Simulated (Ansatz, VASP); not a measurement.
Two plane-wave programs on CdS

```
Cd S
1.0
     0.00000    2.87850    2.87850
     2.87850    0.00000    2.87850
     2.87850    2.87850    0.00000
Cd S
1 1
Direct
  0.00000 0.00000 0.00000
  0.75000 0.75000 0.75000
```

Change from the starting cell: strained cell.

Alike in both runs: task relaxation of the atoms; functional PBE; k mesh 8 × 8 × 8; occupations gaussian, width 0.02 eV; no spin polarisation.

|  | VASP | Ansatz |
| --- | --- | --- |
| version | VASP 6.6.1 | Ansatz 0.2.0 |
| potentials or method | VASP PAW PBE potentials, release 64 (Cd, S), cutoff 520 eV | scalar-relativistic, plane waves, PAW |
| valence electrons in the cell | 18 | 26 |

|  | VASP | Ansatz | Ansatz less VASP |
| --- | --- | --- | --- |
| gap on the k mesh at the Fermi level, each at its own relaxed structure (eV) | 1.23 | 1.23 | -0.008 |

VASP's potentials hold 18 valence electrons a cell and Ansatz's 26, so a difference there can come from the potentials and not from the codes. Ansatz's warnings: stress scf threshold loose.

Noted on VASP's run: the relaxation stopped at its first step, so nothing moved.
